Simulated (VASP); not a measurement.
# Mg27S26 (a cell with a defect) in VASP: electric field gradients with PBE

Aim: the electric field gradients of Mg27S26 (a cell with a defect) with PBE.

All numbers are computed with VASP 6.6.1; they aren't measurements. Logs are shortened: lines on timing, memory, paths and dates and some standing lists are left out, and cuts for length are marked.

## (1) The cell of the first run

The cell holds a defect, 53 atoms: a = 11.038 Å, b = 11.038 Å, c = 11.038 Å, α = 60.00°, β = 60.00°, γ = 60.00°.

## (2) Electric field gradients, PBE (atoms taken out)

Input file INCAR:

```
SYSTEM = Mg27S26
ALGO = Normal
EDIFF = 1E-8
ENCUT = 520
GGA = PE
ISIF = 2
ISMEAR = -1
LASPH = .TRUE.
LCHARG = .FALSE.
LEFG = .TRUE.
LREAL = Auto
LWAVE = .FALSE.
NBANDS = 137
NELECT = 208.0
NELM = 80
PREC = Accurate
SIGMA = 0.01
```

Input file KPOINTS:

```
k-points
0
G
  2 2 2
  0 0 0
```

Input file POSCAR:

```
Mg27S26
1.0
    0.0000000000      7.8049500000      7.8049500000
    7.8049500000      0.0000000000      7.8049500000
    7.8049500000      7.8049500000      0.0000000000
Mg S
27 26
Direct
    0.0000000000      0.0000000000      0.0000000000
    0.0000000000      0.0000000000      0.3333333333
    0.0000000000      0.0000000000      0.6666666667
    0.0000000000      0.3333333333      0.0000000000
    0.0000000000      0.3333333333      0.3333333333
    0.0000000000      0.3333333333      0.6666666667
    0.0000000000      0.6666666667      0.0000000000
    0.0000000000      0.6666666667      0.3333333333
    0.0000000000      0.6666666667      0.6666666667
    0.3333333333      0.0000000000      0.0000000000
    0.3333333333      0.0000000000      0.3333333333
    0.3333333333      0.0000000000      0.6666666667
    0.3333333333      0.3333333333      0.0000000000
    0.3333333333      0.3333333333      0.3333333333
    0.3333333333      0.3333333333      0.6666666667
    0.3333333333      0.6666666667      0.0000000000
    0.3333333333      0.6666666667      0.3333333333
    0.3333333333      0.6666666667      0.6666666667
    0.6666666667      0.0000000000      0.0000000000
    0.6666666667      0.0000000000      0.3333333333
    0.6666666667      0.0000000000      0.6666666667
    0.6666666667      0.3333333333      0.0000000000
    0.6666666667      0.3333333333      0.3333333333
    0.6666666667      0.3333333333      0.6666666667
    0.6666666667      0.6666666667      0.0000000000
    0.6666666667      0.6666666667      0.3333333333
    0.6666666667      0.6666666667      0.6666666667
    0.1666666667      0.1666666667      0.5000000000
    0.1666666667      0.1666666667      0.8333333333
    0.1666666667      0.5000000000      0.1666666667
    0.1666666667      0.5000000000      0.5000000000
    0.1666666667      0.5000000000      0.8333333333
    0.1666666667      0.8333333333      0.1666666667
    0.1666666667      0.8333333333      0.5000000000
    0.1666666667      0.8333333333      0.8333333333
    0.5000000000      0.1666666667      0.1666666667
    0.5000000000      0.1666666667      0.5000000000
    0.5000000000      0.1666666667      0.8333333333
    0.5000000000      0.5000000000      0.1666666667
    0.5000000000      0.5000000000      0.5000000000
    0.5000000000      0.5000000000      0.8333333333
    0.5000000000      0.8333333333      0.1666666667
    0.5000000000      0.8333333333      0.5000000000
    0.5000000000      0.8333333333      0.8333333333
    0.8333333333      0.1666666667      0.1666666667
    0.8333333333      0.1666666667      0.5000000000
    0.8333333333      0.1666666667      0.8333333333
    0.8333333333      0.5000000000      0.1666666667
    0.8333333333      0.5000000000      0.5000000000
    0.8333333333      0.5000000000      0.8333333333
    0.8333333333      0.8333333333      0.1666666667
    0.8333333333      0.8333333333      0.5000000000
    0.8333333333      0.8333333333      0.8333333333
```

Potentials or basis: VASP PAW PBE potentials, release 64 (Mg, S).

Launch:

```console
cat potpaw_PBE.64/Mg/POTCAR potpaw_PBE.64/S/POTCAR > POTCAR
mpirun -np 1 vasp_std > vasp.out
```

OUTCAR:

```text
SYSTEM = Mg27S26
   EDIFF = 1E-8
   ENCUT = 520
   GGA = PE
   ISIF = 2
   ISMEAR = -1
   LASPH = .TRUE.
   LREAL = Auto
   NELECT = 208.0
   NELM = 80
   PREC = Accurate

 ion  position               nearest neighbor table
   1  0.000  0.000  0.000-  29 2.60  33 2.60  35 2.60  45 2.60  47 2.60  51 2.60
   2  0.000  0.000  0.333-  33 2.60  45 2.60  34 2.60  46 2.60  52 2.60
   3  0.000  0.000  0.667-  35 2.60  47 2.60  28 2.60  46 2.60  34 2.60  53 2.60
   4  0.000  0.333  0.000-  29 2.60  45 2.60  32 2.60  48 2.60  50 2.60
   5  0.000  0.333  0.333-  46 2.60  48 2.60  28 2.60  30 2.60  49 2.60
   6  0.000  0.333  0.667-  28 2.60  29 2.60  47 2.60  50 2.60  49 2.60  31 2.60
   7  0.000  0.667  0.000-  35 2.60  51 2.60  30 2.60  48 2.60  32 2.60  53 2.60
   8  0.000  0.667  0.333-  30 2.60  33 2.60  51 2.60  52 2.60  31 2.60  49 2.60
   9  0.000  0.667  0.667-  53 2.60  34 2.60  32 2.60  50 2.60  52 2.60  31 2.60
  10  0.333  0.000  0.000-  29 2.60  33 2.60  38 2.60  42 2.60  44 2.60
  11  0.333  0.000  0.333-  34 2.60  42 2.60  36 2.60  28 2.60  43 2.60
  12  0.333  0.000  0.667-  28 2.60  29 2.60  35 2.60  44 2.60  43 2.60  37 2.60
  13  0.333  0.333  0.000-  32 2.60  38 2.60  36 2.60  30 2.60  41 2.60
  14  0.333  0.333  0.333-  28 2.60  30 2.60  36 2.60  31 2.60  37 2.60  39 2.60
  15  0.333  0.333  0.667-  29 2.60  31 2.60  32 2.60  37 2.60  38 2.60  40 2.60
  16  0.333  0.667  0.000-  30 2.60  33 2.60  35 2.60  44 2.60  41 2.60  39 2.60
  17  0.333  0.667  0.333-  33 2.60  31 2.60  34 2.60  39 2.60  42 2.60  40 2.60
[... 34 lines left out ...]
  52  0.833  0.833  0.500-  27 2.60  20 2.60   8 2.60   2 2.60  21 2.60   9 2.60
  53  0.833  0.833  0.833-   9 2.60  21 2.60  25 2.60  19 2.60   7 2.60   3 2.60

  LATTYP: Found a face centered cubic cell.
 ALAT       =    15.6099000000

  Lattice vectors:

 A1 = (   0.0000000000,   7.8049500000,   7.8049500000)
 A2 = (   7.8049500000,   0.0000000000,   7.8049500000)
 A3 = (   7.8049500000,   7.8049500000,   0.0000000000)

Analysis of symmetry for initial positions (statically):
=====================================================================
 Subroutine PRICEL returns:
 Original cell was already a primitive cell.

 Routine SETGRP: Setting up the symmetry group for a
 face centered cubic supercell.

 Subroutine GETGRP returns: Found 48 space group operations
 (whereof  6 operations were pure point group operations)
 out of a pool of 48 trial point group operations.

The static configuration has the point symmetry C_3v.
 The point group associated with its full space group is O_h .

Analysis of symmetry for dynamics (positions and initial velocities):
=====================================================================
 Subroutine PRICEL returns:
 Original cell was already a primitive cell.

 Routine SETGRP: Setting up the symmetry group for a
 face centered cubic supercell.

 Subroutine GETGRP returns: Found 48 space group operations
 (whereof  6 operations were pure point group operations)
 out of a pool of 48 trial point group operations.

The dynamic configuration has the point symmetry C_3v.
 The point group associated with its full space group is O_h .

 Subroutine INISYM returns: Found 48 space group operations
 (whereof  6 operations are pure point group operations),
 and found     1 'primitive' translations

----------------------------------------------------------------------------------------

                                     Primitive cell

  volume of cell :     950.9121

  direct lattice vectors                    reciprocal lattice vectors
     0.000000000  7.804950000  7.804950000    -0.064061909  0.064061909  0.064061909
     7.804950000  0.000000000  7.804950000     0.064061909 -0.064061909  0.064061909
     7.804950000  7.804950000  0.000000000     0.064061909  0.064061909 -0.064061909

  length of vectors
    11.037866144 11.037866144 11.037866144     0.110958482  0.110958482  0.110958482

  position of ions in fractional coordinates (direct lattice)
     0.000000000  0.000000000  0.000000000
     0.000000000  0.000000000  0.333333333
     0.000000000  0.000000000  0.666666667
     0.000000000  0.333333333  0.000000000
     0.000000000  0.333333333  0.333333333
     0.000000000  0.333333333  0.666666667
[... 168 lines left out ...]
   ISMEAR =    -1;   SIGMA  =   0.01  broadening in eV -4-tet -1-fermi 0-gaus
   EFERMI_NEDOS =   21; number of points for ismear=-14 and -15
   IALGO  =     38    algorithm
   IMIX   =      4    mixing-type and parameters
     AMIX     =   0.40;   BMIX     =  1.00
     AMIX_MAG =   1.60;   BMIX_MAG =  1.00
  volume/ion in A,a.u.               =      17.94       121.08
  Fermi-wavevector in a.u.,A,eV,Ry     =   0.986391  1.864009 13.238026  0.972967
  Thomas-Fermi vector in A             =   2.117768
   LORBIT       =      0    0 simple, 1 ext, 2 COOP (PROOUT), +10 PAW based schemes
   GGA     = PE    functional components
   LHFCALC =     F    Hartree Fock is set to
   AEXX    =    0.0000 exact exchange contribution
   IVDW    =     0    specifies the selected vdW correction
   LEPSILON=     F    determine dielectric tensor
   LRPA    =     F    only Hartree local field effects (RPA)
 non-spin polarized calculation
  energy-cutoff  :      520.00
  volume of cell :      950.91
 maximum number of plane-waves:     25605
 NGX is ok and might be reduce to    84
   NGX = 41   NGY = 41   NGZ = 41

 number of electron     207.9999994 magnetization

 Free energy of the ion-electron system (eV)
  ---------------------------------------------------
  ext. energy  EPLUGINS =         0.00000000
  ---------------------------------------------------
  free energy    TOTEN  =      -230.56651504 eV

  energy without entropy =     -230.56267703  energy(sigma->0) =     -230.56459603

 E-fermi :   3.6928     XC(G=0):  -9.5462

 val. band max:        3.6702281914   @ k =   0.0000   0.0000   0.0000
 cond. band min:       3.7020952970   @ k =   0.0000   0.0000   0.0000
 fundamental gap:      0.0318671055
 Fermi energy:         3.6928261339

 k-point     1 :       0.0000    0.0000    0.0000
  band No.  band energies     occupation
      1      -9.0288      2.00000
      2      -8.2848      2.00000
      3      -8.2848      2.00000
      4      -8.2848      2.00000
      5      -8.2553      2.00000
      6      -8.2553      2.00000
[... 346 lines left out ...]
    115       8.6892      0.00000
    116       8.6892      0.00000
 [bands above 116 left out]

------------------------ aborting loop because EDIFF is reached ----------------------------------------

  FORCE on cell =-STRESS in cart. coord.  units (eV):
  Direction    XX          YY          ZZ          XY          YZ          ZX
  --------------------------------------------------------------------------------------
  -------------------------------------------------------------------------------------
  Total      -13.3358432    -13.3358432    -13.3358432      0.0000000      0.0000000     -0.0000000
  in kB      -22.4693594    -22.4693594    -22.4693594      0.0000000      0.0000000     -0.0000000
  external PRESSURE =     -22.4693594 kB  Pullay stress =       0.0000000 kB

 VOLUME and BASIS-vectors are now :
 -----------------------------------------------------------------------------
  energy-cutoff  :      520.00
  volume of cell :      950.91
      direct lattice vectors                 reciprocal lattice vectors
     0.000000000  7.804950000  7.804950000    -0.064061909  0.064061909  0.064061909
     7.804950000  0.000000000  7.804950000     0.064061909 -0.064061909  0.064061909
     7.804950000  7.804950000  0.000000000     0.064061909  0.064061909 -0.064061909

 POSITION                                       TOTAL-FORCE (eV/Angst)
 -----------------------------------------------------------------------------------
      0.00000      0.00000      0.00000        -0.174579     -0.174579     -0.174579
      2.60165      2.60165      0.00000         0.000000      0.000000     -1.479160
      5.20330      5.20330      0.00000         0.174579      0.174579     -0.174579
      2.60165      0.00000      2.60165         0.000000     -1.479160      0.000000
      5.20330      2.60165      2.60165         1.479160      0.000000      0.000000
      7.80495      5.20330      2.60165         0.302439     -0.302439      0.000000
[... 45 lines left out ...]
     10.40660     10.40660     13.00825         0.000000      0.000000      0.159745
     13.00825     13.00825     13.00825         0.006119      0.006119      0.006119
 -----------------------------------------------------------------------------------
    total drift:                                0.000001      0.000001      0.000004

  FREE ENERGIE OF THE ION-ELECTRON SYSTEM (eV)
  ---------------------------------------------------
  free  energy   TOTEN  =      -230.5665150426 eV

  energy  without entropy=     -230.5626770257  energy(sigma->0) =     -230.56459603

 Electric field gradients (V/A^2)
---------------------------------------------------------------------
 ion       V_xx      V_yy      V_zz      V_xy      V_xz      V_yz
---------------------------------------------------------------------
   1       0.000     0.000    -0.000     0.051     0.051     0.051
   2      -5.636    -5.636    11.273     0.000     0.000     0.000
   3       0.000     0.000    -0.000     0.051    -0.051    -0.051
   4      -5.636    11.273    -5.636     0.000     0.000     0.000
   5      11.273    -5.636    -5.636     0.000     0.000     0.000
   6       0.593     0.593    -1.186    -0.228     0.000     0.000
[... 45 lines left out ...]
  52      -1.009    -1.009     2.018    -0.000    -0.000    -0.000
  53       0.000    -0.000    -0.000    -3.350    -3.350    -3.350
---------------------------------------------------------------------

 Electric field gradients after diagonalization (V/A^2)
 (convention: |V_zz| > |V_xx| > |V_yy|)
----------------------------------------------------------------------
 ion       V_xx      V_yy      V_zz     asymmetry (V_yy - V_xx)/ V_zz
----------------------------------------------------------------------
   1      -0.051    -0.051     0.102       0.000
   2      -5.636    -5.636    11.273       0.000
   3      -0.051    -0.051     0.102       0.000
   4      -5.636    -5.636    11.273       0.000
   5      -5.636    -5.636    11.273       0.000
   6       0.821     0.365    -1.186       0.384
[... 45 lines left out ...]
  52      -1.009    -1.008     2.018       0.000
  53       3.350     3.350    -6.700       0.000
----------------------------------------------------------------------

           NMR quadrupolar parameters

 Cq : quadrupolar parameter    Cq=e*Q*V_zz/h
 eta: asymmetry parameters     (V_yy - V_xx)/ V_zz
 Q  : nuclear electric quadrupole moment in mb (millibarn)
----------------------------------------------------------------------
 ion       Cq(MHz)       eta       Q (mb)
----------------------------------------------------------------------
   1       0.000       0.000       1.000
   2       0.027       0.000       1.000
   3       0.000       0.000       1.000
   4       0.027       0.000       1.000
   5       0.027       0.000       1.000
   6      -0.003       0.384       1.000
[... 45 lines left out ...]
  52       0.005       0.000       1.000
  53      -0.016       0.000       1.000
----------------------------------------------------------------------
```

Run time: 45 min. Hardware: 1 thread of Oxide Virtual Turin-like, shared host; peak memory 1.2 GiB.

What came out:

```
Free energy                             : -230.5665 eV
Largest force                           : 1.479 eV/Å
Largest electric field gradient by atom : Mg +0.1, +11.3, -1.2, -0.0 (each value once); S +47.6, -6.7, +2.0 (each value once) V/Å²
```

Forces in eV/Å, atoms in the order of the input:
```
Mg  -0.175 -0.175 -0.175
Mg   0.000  0.000 -1.479
Mg   0.175  0.175 -0.175
Mg   0.000 -1.479  0.000
Mg   1.479  0.000  0.000
Mg   0.302 -0.302  0.000
Mg   0.175 -0.175  0.175
Mg   0.302  0.000 -0.302
Mg   0.000 -0.302 -0.302
Mg  -1.479  0.000  0.000
Mg   0.000  1.479  0.000
Mg  -0.302  0.302  0.000
Mg   0.000  0.000  1.479
Mg   0.175  0.175  0.175
Mg  -0.175 -0.175  0.175
Mg  -0.302  0.000  0.302
Mg  -0.175  0.175 -0.175
Mg   0.000  0.302  0.302
Mg  -0.175  0.175  0.175
Mg   0.000  0.302 -0.302
Mg  -0.302  0.000 -0.302
Mg   0.000 -0.302  0.302
Mg   0.175 -0.175 -0.175
Mg   0.302  0.000  0.302
Mg  -0.302 -0.302  0.000
Mg   0.302  0.302  0.000
Mg   0.000  0.000  0.000
S   -0.515 -0.515  0.000
S    0.515  0.515  0.000
S   -0.515  0.000 -0.515
S   -0.006  0.006  0.006
S    0.000  0.515 -0.515
S    0.515  0.000  0.515
S    0.000 -0.515  0.515
S    0.006 -0.006 -0.006
S    0.000 -0.515 -0.515
S    0.006 -0.006  0.006
S    0.515  0.000 -0.515
S    0.006  0.006 -0.006
S   -0.006 -0.006 -0.006
S    0.000  0.000 -0.160
S    0.515 -0.515  0.000
S    0.000 -0.160  0.000
S    0.160  0.000  0.000
S    0.000  0.515  0.515
S   -0.515  0.000  0.515
S   -0.006  0.006 -0.006
S   -0.515  0.515  0.000
S   -0.160  0.000  0.000
S    0.000  0.160  0.000
S   -0.006 -0.006  0.006
S    0.000  0.000  0.160
S    0.006  0.006  0.006
```

Electric field gradients, principal values (V/Å²):
```
 atom    least   middle  greatest (by size)
 1 Mg   -0.051   -0.051               0.102
 2 Mg   -5.636   -5.636              11.273
 3 Mg   -0.051   -0.051               0.102
 4 Mg   -5.636   -5.636              11.273
 5 Mg   -5.636   -5.636              11.273
 6 Mg    0.365    0.821              -1.186
 7 Mg   -0.051   -0.051               0.102
 8 Mg    0.365    0.821              -1.186
 9 Mg    0.365    0.821              -1.186
10 Mg   -5.636   -5.636              11.273
11 Mg   -5.636   -5.636              11.273
12 Mg    0.365    0.821              -1.186
13 Mg   -5.636   -5.636              11.273
14 Mg   -0.051   -0.051               0.102
15 Mg   -0.051   -0.051               0.102
16 Mg    0.365    0.821              -1.186
17 Mg   -0.051   -0.051               0.102
18 Mg    0.365    0.821              -1.186
19 Mg   -0.051   -0.051               0.102
20 Mg    0.365    0.821              -1.186
21 Mg    0.365    0.821              -1.186
22 Mg    0.365    0.821              -1.186
23 Mg   -0.051   -0.051               0.102
24 Mg    0.365    0.821              -1.186
25 Mg    0.365    0.821              -1.186
26 Mg    0.365    0.821              -1.186
27 Mg    0.000    0.000               0.000
 28 S  -23.059  -24.550              47.609
 29 S  -23.059  -24.550              47.609
 30 S  -23.059  -24.550              47.609
 31 S    3.349    3.350              -6.699
 32 S  -23.059  -24.551              47.610
 33 S  -23.059  -24.550              47.609
 34 S  -23.059  -24.551              47.610
 35 S    3.349    3.350              -6.699
 36 S  -23.059  -24.550              47.609
 37 S    3.349    3.350              -6.699
 38 S  -23.059  -24.551              47.610
 39 S    3.349    3.350              -6.699
 40 S    3.350    3.350              -6.700
 41 S   -1.008   -1.009               2.018
 42 S  -23.059  -24.551              47.610
 43 S   -1.008   -1.009               2.018
 44 S   -1.008   -1.009               2.018
 45 S  -23.059  -24.550              47.609
 46 S  -23.059  -24.551              47.610
 47 S    3.349    3.350              -6.699
 48 S  -23.059  -24.551              47.610
 49 S   -1.008   -1.009               2.018
 50 S   -1.008   -1.009               2.018
 51 S    3.349    3.350              -6.699
 52 S   -1.008   -1.009               2.018
 53 S    3.350    3.350              -6.700
```

Caveat: the cell carries a net charge on a neutralising background, which shifts energy and pressure; the cell differs from its parent crystal (atoms taken out); the cell is charged against a uniform background, so pressure and absolute levels hang on convention; without QUAD_EFG the Cq values of the log hold for a quadrupole moment of 1 mb, not for the nuclei.
